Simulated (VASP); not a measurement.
## HC6: single point with PBE

System: HC6, a wire with vacuum.

```
CELL_PARAMETERS angstrom
24.50000 0.00000 0.00000
0.00000 9.30000 0.00000
0.00000 0.00000 4.27215
ATOMIC_POSITIONS crystal
C 0.77686 0.50000 0.33333
C 0.67618 0.50000 0.33333
C 0.72652 0.50000 0.83333
C 0.57551 0.50000 0.33333
C 0.62584 0.50000 0.83333
C 0.47483 0.50000 0.33333
C 0.52517 0.50000 0.83333
C 0.37416 0.50000 0.33333
C 0.42449 0.50000 0.83333
C 0.27348 0.50000 0.33333
C 0.32382 0.50000 0.83333
C 0.22314 0.50000 0.83333
C 0.72652 0.50000 0.16667
C 0.77686 0.50000 0.66667
C 0.62584 0.50000 0.16667
C 0.67618 0.50000 0.66667
C 0.52517 0.50000 0.16667
C 0.57551 0.50000 0.66667
C 0.42449 0.50000 0.16667
C 0.47483 0.50000 0.66667
C 0.32382 0.50000 0.16667
C 0.37416 0.50000 0.66667
C 0.22314 0.50000 0.16667
C 0.27348 0.50000 0.66667
H 0.81538 0.50000 0.20576
H 0.18462 0.50000 0.70576
H 0.81538 0.50000 0.79424
H 0.18462 0.50000 0.29424
```

```json
{"Program": "VASP 6.6.1", "Task": "single point", "Functional": "PBE", "Potentials or basis": "VASP PAW PBE potentials, release 64 (C, H)", "Cutoff": "520 eV", "k mesh": "1 × 1 × 8", "Occupations": "gaussian, width 0.05 eV", "Spin": "no spin polarisation", "Dipole correction": "no", "Further INCAR settings": "LREAL = Auto; ALGO = Normal; EDIFF = 1e-06; NBANDS = 70"}
```

```
Largest force          : 2.066 eV/Å
Band gap on the k mesh : 0.52 eV
```

Forces in eV/Å, atoms in the order of the input:
```
C   -0.549  0.000  1.992
C    0.339  0.000 -0.008
C    0.458  0.000 -0.754
C   -0.003  0.000 -0.277
C   -0.230  0.000  0.107
C   -0.162  0.000 -0.005
C    0.162  0.000 -0.005
C    0.230  0.000  0.107
C    0.003  0.000 -0.277
C   -0.458  0.000 -0.754
C   -0.339  0.000 -0.008
C    0.549  0.000  1.992
C    0.458  0.000  0.754
C   -0.549  0.000 -1.992
C   -0.230  0.000 -0.107
C    0.339  0.000  0.008
C    0.162  0.000  0.005
C   -0.003  0.000  0.277
C    0.003  0.000  0.277
C   -0.162  0.000  0.005
C   -0.339  0.000  0.008
C    0.230  0.000 -0.107
C    0.549  0.000 -1.992
C   -0.458  0.000  0.754
H   -0.071  0.000  0.283
H    0.071  0.000  0.283
H   -0.071  0.000 -0.283
H    0.071  0.000 -0.283
```

Levels at points of the mesh, in eV from the valence-band top:
```
           k point  band 47  band 48  band 49  band 50  band 51  band 52  band 53  band 54
(0.00, 0.00, 0.00)    -1.54    -0.89    -0.58     0.00     0.52     1.10     1.31     1.75
(0.00, 0.00, 0.50)    -2.89    -2.89    -2.21    -2.21     2.07     2.07     3.00     3.00
```

Run time: 5.6 min on 1 thread of Intel(R) Xeon(R) 6975P-C (Granite Rapids), on a shared host, peak memory 0.89 GiB.
